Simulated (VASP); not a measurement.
# Tl3S (I4/mmm) in VASP: notebook

Tl3S is run at these levels: PBE; tasks: single point.

Everything below comes from runs of VASP 6.6.1. Logs are shortened: lines on timing, memory, paths and dates and some standing lists are left out, and cuts for length are marked.

### Step 1. The cell of the first run

Symmetry: I4/mmm, No. 139, tetragonal system. Conventional cell: a = 4.702 Å, b = 4.702 Å, c = 10.286 Å, α = 90.00°, β = 90.00°, γ = 90.00°. Tl (site symmetry 4/mmm) has 4 S at 3.32 Å and 8 Tl at 3.48 Å within 4.4 Å. Tl (site symmetry -4m2) has 8 Tl at 3.32 to 3.48 Å and 4 S at 3.48 Å within 4.4 Å. Within 4.4 Å of S (site symmetry 4/mmm) lie 12 Tl at 3.32 to 3.48 Å.

### Step 2. Single point, PBE

Input file INCAR:

```
SYSTEM = Tl3S
  ALGO = Normal
  EDIFF = 1E-6
  ENCUT = 520
  GGA = PE
  ISIF = 2
  ISMEAR = -1
  LASPH = .TRUE.
  LCHARG = .FALSE.
  LREAL = .FALSE.
  LWAVE = .FALSE.
  NBANDS = 30
  NELM = 100
  PREC = Accurate
  SIGMA = 0.05
```

Input file KPOINTS:

```
k-points
0
G
  8 8 8
  0 0 0
```

Input file POSCAR:

```
Tl3S
1.0
   -2.3509700000      2.3509700000      5.1428010000
    2.3509700000     -2.3509700000      5.1428010000
    2.3509700000      2.3509700000     -5.1428010000
Tl S
3 1
Direct
    0.5000000000      0.5000000000      0.0000000000
    0.2500000000      0.7500000000      0.5000000000
    0.7500000000      0.2500000000      0.5000000000
    0.0000000000      0.0000000000      0.0000000000
```

Potentials or basis: VASP PAW PBE potentials, release 64 (Tl_d, S).

Command:

```sh
$ cat potpaw_PBE.64/Tl_d/POTCAR potpaw_PBE.64/S/POTCAR > POTCAR
$ mpirun -np 1 vasp_std > vasp.out
```

OUTCAR:

```text
SYSTEM = Tl3S
   EDIFF = 1E-6
   ENCUT = 520
   GGA = PE
   ISIF = 2
   ISMEAR = -1
   LASPH = .TRUE.
   LREAL = .FALSE.
   NELM = 100
   PREC = Accurate

 ion  position               nearest neighbor table
   1  0.500  0.500  0.000-   4 3.32   4 3.32   4 3.32   4 3.32   2 3.48   2 3.48   3 3.48   3 3.48
                             3 3.48   2 3.48   3 3.48   2 3.48
   2  0.250  0.750  0.500-   3 3.32   3 3.32   3 3.32   3 3.32   1 3.48   1 3.48   1 3.48   1 3.48

   3  0.750  0.250  0.500-   2 3.32   2 3.32   2 3.32   2 3.32   1 3.48   1 3.48   1 3.48   1 3.48

   4  0.000  0.000  0.000-   1 3.32   1 3.32   1 3.32   1 3.32

  LATTYP: Found a body centered tetragonal cell.
 ALAT       =     4.7019400000
 C/A-ratio  =     2.1875230224

  Lattice vectors:

 A1 = (  -2.3509700000,   2.3509700000,   5.1428010000)
 A2 = (   2.3509700000,  -2.3509700000,   5.1428010000)
 A3 = (   2.3509700000,   2.3509700000,  -5.1428010000)

Analysis of symmetry for initial positions (statically):
=====================================================================
 Subroutine PRICEL returns:
 Original cell was already a primitive cell.

 Routine SETGRP: Setting up the symmetry group for a
 body centered tetragonal supercell.

 Subroutine GETGRP returns: Found 16 space group operations
 (whereof 16 operations were pure point group operations)
 out of a pool of 16 trial point group operations.

The static configuration has the point symmetry D_4h.

Analysis of symmetry for dynamics (positions and initial velocities):
=====================================================================
 Subroutine PRICEL returns:
 Original cell was already a primitive cell.

 Routine SETGRP: Setting up the symmetry group for a
 body centered tetragonal supercell.

 Subroutine GETGRP returns: Found 16 space group operations
 (whereof 16 operations were pure point group operations)
 out of a pool of 16 trial point group operations.

The dynamic configuration has the point symmetry D_4h.

 Subroutine INISYM returns: Found 16 space group operations
 (whereof 16 operations are pure point group operations),
 and found     1 'primitive' translations

----------------------------------------------------------------------------------------

                                     Primitive cell

  volume of cell :     113.6983

  direct lattice vectors                    reciprocal lattice vectors
    -2.350970000  2.350970000  5.142801000     0.000000000  0.212678171  0.097223284
     2.350970000 -2.350970000  5.142801000     0.212678171  0.000000000  0.097223284
     2.350970000  2.350970000 -5.142801000     0.212678171  0.212678171  0.000000000

  length of vectors
     6.123930275  6.123930275  6.123930275     0.233846897  0.233846897  0.300772354

  position of ions in fractional coordinates (direct lattice)
     0.500000000  0.500000000  0.000000000
     0.250000000  0.750000000  0.500000000
     0.750000000  0.250000000  0.500000000
     0.000000000  0.000000000  0.000000000

  ion indices of the primitive-cell ions
   primitive index   ion index
                 1           1
                 2           2
                 3           3
                 4           4

----------------------------------------------------------------------------------------

 KPOINTS: k-points

Automatic generation of k-mesh.
 Grid dimensions read from file:
 generate k-points for:    8    8    8

 Generating k-lattice:

  Cartesian coordinates                     Fractional coordinates (reciprocal lattice)
     0.000000000  0.026584771  0.012152910     0.125000000  0.000000000  0.000000000
     0.026584771  0.000000000  0.012152910     0.000000000  0.125000000  0.000000000
     0.026584771  0.026584771  0.000000000     0.000000000  0.000000000  0.125000000

  Length of vectors
     0.029230862  0.029230862  0.037596544

  Shift w.r.t. Gamma in fractional coordinates (k-lattice)
     0.000000000  0.000000000  0.000000000

 Subroutine IBZKPT returns following result:
 ===========================================

 Found     59 irreducible k-points:

 Following reciprocal coordinates:
            Coordinates               Weight
  0.000000  0.000000  0.000000      1.000000
  0.125000  0.000000  0.000000      8.000000
  0.250000  0.000000  0.000000      8.000000
  0.375000  0.000000 -0.000000      8.000000
  0.500000  0.000000  0.000000      4.000000
  0.125000  0.125000  0.000000      8.000000
[... 16 lines left out ...]
  0.250000  0.125000  0.125000     16.000000
  0.375000  0.125000  0.125000      8.000000
 [... further k-points ...]
   k-points           NKPTS =     59   k-points in BZ     NKDIM =     59   number of bands    NBANDS=     30
   number of dos      NEDOS =    301   number of ions     NIONS =      4
   total plane-waves  NPLWV = 110592
   dimension x,y,z NGX =    48 NGY =   48 NGZ =   48
   dimension x,y,z NGXF=    96 NGYF=   96 NGZF=   96
   ions per type =               3   1
   NGX,Y,Z   is equivalent  to a cutoff of  13.03, 13.03, 13.03 a.u.
   NGXF,Y,Z  is equivalent  to a cutoff of  26.06, 26.06, 26.06 a.u.
 SYSTEM =  Tl3S
   PREC   = accura    normal or accurate (medium, high low for compatibility)
   ISTART =      0    job   : 0-new  1-cont  2-samecut
   ICHARG =      2    charge: 1-file 2-atom 10-const
   ISPIN  =      1    spin polarized calculation?
   LNONCOLLINEAR =      F non collinear calculations
   LSORBIT =      F    spin-orbit coupling
   LASPH  =      T    aspherical Exc in radial PAW
   ENCUT  =  520.0 eV  38.22 Ry    6.18 a.u.  11.39 11.39 11.39*2*pi/ulx,y,z
   NELM   =    100;   NELMIN=  2; NELMDL= -5     # of ELM steps
   EDIFF  = 0.1E-05   stopping-criterion for ELM
   LREAL  =      F    real-space projection
   EDIFFG = 0.1E-04   stopping-criterion for IOM
   NSW    =      0    number of steps for IOM
   IBRION =     -1    ionic relax: 0-MD 1-quasi-New 2-CG
   NFREE  =      0    steps in history (QN), initial steepest desc. (CG)
   ISIF   =      2    stress and relaxation
   ISYM   =      2    0-nonsym 1-usesym 2-fastsym
   POTIM  = 0.5000    time-step for ionic-motion
   TEBEG  =    0.0;   TEEND  =   0.0 temperature during run
   PSTRESS=    0.0 pullay stress
   NELECT =      45.0000    total number of electrons
   NUPDOWN=      -1.0000    fix difference up-down
   EMIN   =  10.00;   EMAX   =-10.00  energy-range for DOS
   EFERMI =   0.00;   METHOD = LEGACY
   ISMEAR =    -1;   SIGMA  =   0.05  broadening in eV -4-tet -1-fermi 0-gaus
   EFERMI_NEDOS =   21; number of points for ismear=-14 and -15
   IALGO  =     38    algorithm
   IMIX   =      4    mixing-type and parameters
     AMIX     =   0.40;   BMIX     =  1.00
     AMIX_MAG =   1.60;   BMIX_MAG =  1.00
  volume/ion in A,a.u.               =      28.42       191.82
  Fermi-wavevector in a.u.,A,eV,Ry     =   1.201972  2.271398 19.656838  1.444737
  Thomas-Fermi vector in A             =   2.337766
   LORBIT       =      0    0 simple, 1 ext, 2 COOP (PROOUT), +10 PAW based schemes
   GGA     = PE    functional components
   LHFCALC =     F    Hartree Fock is set to
   AEXX    =    0.0000 exact exchange contribution
   IVDW    =     0    specifies the selected vdW correction
   LEPSILON=     F    determine dielectric tensor
   LRPA    =     F    only Hartree local field effects (RPA)
 non-spin polarized calculation
  energy-cutoff  :      520.00
  volume of cell :      113.70
 maximum number of plane-waves:      3083
 NGX is ok and might be reduce to    48
   NGX = 23   NGY = 23   NGZ = 23

 number of electron      44.9999998 magnetization

 Free energy of the ion-electron system (eV)
  ---------------------------------------------------
  ext. energy  EPLUGINS =         0.00000000
  ---------------------------------------------------
  free energy    TOTEN  =       -11.21981232 eV

  energy without entropy =      -11.21014706  energy(sigma->0) =      -11.21497969

 E-fermi :   5.3877     XC(G=0):  -9.7435

 val. band max:        5.3856087687   @ k =  -0.1250   0.1250   0.1250
 cond. band min:       5.4203921949   @ k =   0.1250   0.0000   0.0000
 fundamental gap:      0.0347834262
 Fermi energy:         5.3876803878

 k-point     1 :       0.0000    0.0000    0.0000
  band No.  band energies     occupation
      1      -6.5995      2.00000
      2      -6.5679      2.00000
      3      -6.3650      2.00000
      4      -6.2670      2.00000
      5      -6.1686      2.00000
      6      -6.1686      2.00000
[... 22 lines left out ...]
     29      12.0961      0.00000
     30      13.1150      0.00000

 k-point     2 :       0.1250    0.0000    0.0000
  band No.  band energies     occupation
      1      -6.5722      2.00000
      2      -6.5371      2.00000
      3      -6.3407      2.00000
      4      -6.2457      2.00000
      5      -6.1806      2.00000
      6      -6.1613      2.00000
[... 22 lines left out ...]
     29      11.9220      0.00000
     30      13.0397      0.00000

 k-point     3 :       0.2500    0.0000    0.0000
  band No.  band energies     occupation
      1      -6.5142      2.00000
      2      -6.4481      2.00000
      3      -6.2727      2.00000
      4      -6.2056      2.00000
      5      -6.2021      2.00000
      6      -6.1072      2.00000
[... 22 lines left out ...]
     29      11.5377      0.00000
     30      12.0939      0.00000

 k-point     4 :       0.3750    0.0000   -0.0000
  band No.  band energies     occupation
      1      -6.4463      2.00000
      2      -6.3122      2.00000
      3      -6.2159      2.00000
      4      -6.1994      2.00000
      5      -6.1561      2.00000
      6      -6.1235      2.00000
[... 22 lines left out ...]
     29      10.6998      0.00000
     30      10.7768      0.00000

 k-point     5 :       0.5000    0.0000    0.0000
  band No.  band energies     occupation
      1      -6.3951      2.00000
      2      -6.2382      2.00000
      3      -6.2352      2.00000
      4      -6.1337      2.00000
      5      -6.1262      2.00000
      6      -6.0894      2.00000
[... 22 lines left out ...]
     29       9.8628      0.00000
     30       9.9318      0.00000
[... 526 lines left out ...]
     29      13.8384      0.00000
     30      14.2937      0.00000

 k-point    22 :       0.1250    0.1250    0.1250
  band No.  band energies     occupation
      1      -6.5505      2.00000
      2      -6.4314      2.00000
      3      -6.2211      2.00000
      4      -6.1473      2.00000
      5      -6.1264      2.00000
      6      -6.1251      2.00000
[... 22 lines left out ...]
     29      11.8732      0.00000
     30      11.9063      0.00000

 k-point    23 :       0.2500    0.1250    0.1250
  band No.  band energies     occupation
      1      -6.5633      2.00000
      2      -6.3837      2.00000
      3      -6.2196      2.00000
      4      -6.1826      2.00000
      5      -6.1565      2.00000
      6      -6.1137      2.00000
[... 22 lines left out ...]
     29      11.7202      0.00000
     30      11.9075      0.00000

 k-point    24 :       0.3750    0.1250    0.1250
  band No.  band energies     occupation
      1      -6.5630      2.00000
      2      -6.2983      2.00000
      3      -6.2961      2.00000
      4      -6.2511      2.00000
      5      -6.1182      2.00000
      6      -6.1023      2.00000
[... 22 lines left out ...]
     29      11.7526      0.00000
     30      12.4461      0.00000

 [... further k-points ...]
[... 5 lines left out ...]
  --------------------------------------------------------------------------------------
  -------------------------------------------------------------------------------------
  Total        0.0034705      0.0034705      0.0221384      0.0000000     -0.0000000      0.0000000
  in kB        0.0489042      0.0489042      0.3119634      0.0000000     -0.0000000      0.0000000
  external PRESSURE =       0.1365906 kB  Pullay stress =       0.0000000 kB

 VOLUME and BASIS-vectors are now :
 -----------------------------------------------------------------------------
  energy-cutoff  :      520.00
  volume of cell :      113.70
      direct lattice vectors                 reciprocal lattice vectors
    -2.350970000  2.350970000  5.142801000     0.000000000  0.212678171  0.097223284
     2.350970000 -2.350970000  5.142801000     0.212678171  0.000000000  0.097223284
     2.350970000  2.350970000 -5.142801000     0.212678171  0.212678171  0.000000000

 POSITION                                       TOTAL-FORCE (eV/Angst)
 -----------------------------------------------------------------------------------
      0.00000      0.00000      5.14280        -0.000000      0.000000     -0.000000
      2.35097      0.00000      2.57140         0.000000     -0.000000      0.000000
      0.00000      2.35097      2.57140         0.000000     -0.000000      0.000000
      0.00000      0.00000      0.00000        -0.000000      0.000000     -0.000000
 -----------------------------------------------------------------------------------
    total drift:                                0.000000     -0.000000      0.000000

  FREE ENERGIE OF THE ION-ELECTRON SYSTEM (eV)
  ---------------------------------------------------
  free  energy   TOTEN  =       -11.2198123162 eV

  energy  without entropy=      -11.2101470573  energy(sigma->0) =      -11.21497969
```

Run time: 94 s. Hardware: 1 thread of Intel Xeon 6975P-C (Granite Rapids), shared host; peak memory 0.41 GiB.

What came out:

- Free energy: -11.2198 eV
- Pressure: 0.0 GPa

Levels at points of the mesh, in eV from the Fermi level:
```csv
k point,band 19,band 20,band 21,band 22,band 23,band 24,band 25,band 26
"(0.00, 0.00, 0.00)",-2.97,-2.97,-1.87,-1.87,0.45,0.45,0.70,2.67
"(0.50, 0.00, 0.00)",-4.72,-1.50,-1.41,-0.56,-0.21,1.45,2.63,3.38
"(0.50, 0.50, 0.00)",-5.28,-3.44,-3.22,-1.43,-0.28,-0.22,2.22,3.04
"(0.50, 0.50, 0.50)",-3.09,-2.49,-2.49,-0.66,1.31,1.31,3.40,4.39
```

Caveat: spin-orbit coupling is left out, which moves the levels of the heavy elements.

### Step 3. Single point, PBE

This run uses another cell than the first one, of 19.74 Å³/atom, 0.695 times its volume.

Input file INCAR:

```
PREC = Accurate
ENCUT = 520
EDIFF = 1E-7
ISMEAR = -1
SIGMA = 0.05
LREAL = False
LASPH = True
NELM = 100
ALGO = Normal
ISIF = 2
LWAVE = False
LCHARG = False
GGA = PE
NBANDS = 30
```

Input file KPOINTS:

```
regular mesh
0
Gamma
  8 8 8
```

Input file POSCAR:

```
Tl3S
1.0
   -2.0839271106      2.0839271106      4.5463901117
    2.0839271106     -2.0839271106      4.5463901117
    2.0839271106      2.0839271106     -4.5463901117
Tl S
3 1
Direct
    0.5000000000      0.5000000000      0.0000000000
    0.2500000000      0.7500000000      0.5000000000
    0.7500000000      0.2500000000      0.5000000000
    0.0000000000      0.0000000000      0.0000000000
```

Potentials or basis: VASP PAW PBE potentials, release 64 (Tl_d, S).

Command:

```sh
$ cat potpaw_PBE.64/Tl_d/POTCAR potpaw_PBE.64/S/POTCAR > POTCAR
$ mpirun -np 1 vasp_std > vasp.out
```

Run time: 2.4 min. Hardware: 1 thread of Intel Xeon Platinum 8259CL at 2.50GHz (Skylake/Cascade Lake), shared host; peak memory 0.3 GiB.

Results (log left out):

```
Free energy : -8.9690 eV
Pressure    : 29.9 GPa
```

Levels at points of the mesh, in eV from the Fermi level:
```csv
k point,band 20,band 21,band 22,band 23,band 24,band 25
"(0.00, 0.00, 0.00)",-3.15,-3.15,-1.59,-0.07,-0.07,0.73
"(0.50, 0.00, 0.00)",-2.41,-1.35,-0.91,-0.48,1.10,3.70
"(0.50, 0.50, 0.00)",-5.31,-5.23,-1.48,-0.62,-0.32,1.99
"(0.50, 0.50, 0.50)",-4.29,-1.91,-1.04,1.37,1.37,4.68
```

Caveat: spin-orbit coupling is left out, which moves the levels of the heavy elements.

### Step 4. Single point, PBE

This run uses another cell than the first one, of 21.22 Å³/atom, 0.746 times its volume.

Input file INCAR:

```
ALGO = Normal
EDIFF = 1E-6
ENCUT = 520
GGA = PE
ISIF = 2
ISMEAR = -1
LASPH = T
LCHARG = F
LREAL = F
LWAVE = F
NBANDS = 30
NELM = 100
PREC = Accurate
SIGMA = 0.05
```

Input file KPOINTS:

```
k-points
0
Gamma
  8 8 8
```

Input file POSCAR:

```
Tl3S
1.0
   -2.1328366628      2.1328366628      4.6637693990
    2.1328366628     -2.1328366628      4.6637693990
    2.1328366628      2.1328366628     -4.6637693990
Tl S
3 1
Direct
    0.5000000000      0.5000000000      0.0000000000
    0.2500000000      0.7500000000      0.5000000000
    0.7500000000      0.2500000000      0.5000000000
    0.0000000000      0.0000000000      0.0000000000
```

Command:

```sh
$ cat potpaw_PBE.64/Tl_d/POTCAR potpaw_PBE.64/S/POTCAR > POTCAR
$ mpirun -np 1 vasp_std > vasp.out
```

Wall time 2.9 min (1 thread of Intel Xeon Platinum 8259CL at 2.50GHz (Skylake/Cascade Lake), shared host); peak memory 0.32 GiB.

It converged, with:

```
Free energy : -9.8774 eV
Pressure    : 19.9 GPa
```

Levels at points of the mesh, in eV from the Fermi level:
```
           k point  band 18  band 19  band 20  band 21  band 22  band 23  band 24  band 25  band 26  band 27
(0.00, 0.00, 0.00)    -4.53    -3.34    -2.87    -2.87    -1.86     0.06     0.06     0.72     2.37     4.63
(0.50, 0.00, 0.00)    -7.15    -5.26    -2.22    -1.40    -0.74    -0.52     1.21     3.60     4.01     4.25
(0.50, 0.50, 0.00)    -6.40    -5.24    -5.23    -4.82    -1.52    -0.56    -0.30     2.06     3.85     6.53
(0.50, 0.50, 0.50)    -5.91    -3.87    -3.87    -2.13    -0.95     1.37     1.37     4.44     5.27     5.74
```

Caveat: spin-orbit coupling is left out, which moves the levels of the heavy elements.

### Step 5. Single point, PBE

This run uses another cell than the first one, of 23.51 Å³/atom, 0.827 times its volume.

Input file INCAR:

```
SYSTEM = Tl3S
PREC = Accurate
ENCUT = 520
EDIFF = 1E-6
ISMEAR = -1
SIGMA = 0.05
LREAL = .FALSE.
LASPH = .TRUE.
NELM = 80
ALGO = Normal
ISIF = 2
LWAVE = .FALSE.
LCHARG = .FALSE.
GGA = PE
NBANDS = 30
```

Input file KPOINTS:

```
regular mesh
0
G
  8 8 8
  0 0 0
```

Input file POSCAR:

```
Tl3S
1.0
   -2.2057137690      2.2057137690      4.8319589998
    2.2057137690     -2.2057137690      4.8319589998
    2.2057137690      2.2057137690     -4.8319589998
Tl S
3 1
Direct
    0.5000000000      0.5000000000      0.0000000000
    0.2500000000      0.7500000000      0.5000000000
    0.7500000000      0.2500000000      0.5000000000
    0.0000000000      0.0000000000      0.0000000000
```

Command:

```sh
$ cat potpaw_PBE.64/Tl_d/POTCAR potpaw_PBE.64/S/POTCAR > POTCAR
$ mpirun -np 1 vasp_std > vasp.out
```

Run time: 3.1 min. Hardware: 1 thread of Intel Xeon Platinum 8259CL at 2.50GHz (Skylake/Cascade Lake), shared host; peak memory 0.39 GiB.

Results (log left out):

| Property | Result |
| --- | --- |
| Free energy | -10.7104 eV |
| Pressure | 9.9 GPa |

Levels at points of the mesh, in eV from the Fermi level:
| k point | band 20 | band 21 | band 22 | band 23 | band 24 | band 25 |
| --- | --- | --- | --- | --- | --- | --- |
| (0.00, 0.00, 0.00) | -2.48 | -2.48 | -2.25 | 0.23 | 0.23 | 0.72 |
| (0.50, 0.00, 0.00) | -1.94 | -1.43 | -0.54 | -0.53 | 1.34 | 3.30 |
| (0.50, 0.50, 0.00) | -4.54 | -4.19 | -1.52 | -0.46 | -0.28 | 2.14 |
| (0.50, 0.50, 0.50) | -3.32 | -2.46 | -0.83 | 1.36 | 1.36 | 4.08 |

Caveat: spin-orbit coupling is left out, which moves the levels of the heavy elements.

### Step 6. The runs side by side

```csv
cell,gap on the mesh (eV),pressure (GPa)
"a = 6.124 Å, angles 134.8, 134.8, 65.8°, 4 atoms",none,0.0
"a = 5.418 Å, angles 134.8, 134.8, 65.9°, 4 atoms",none,29.9
"a = 5.554 Å, angles 134.8, 134.8, 65.8°, 4 atoms",none,19.9
"a = 5.751 Å, angles 134.9, 134.9, 65.7°, 4 atoms",none,9.9
```

Alike in all rows: task single point; level PBE; potentials or basis VASP PAW PBE potentials, release 64 (Tl_d, S); no spin polarisation; k mesh 8 × 8 × 8; cutoff (eV) 520; smearing fermi-dirac 0.05 eV.

Caveats: spin-orbit coupling is left out, which moves the levels of the heavy elements.

Total energies depend on the potentials used, so only differences within one code and one set of settings carry meaning.
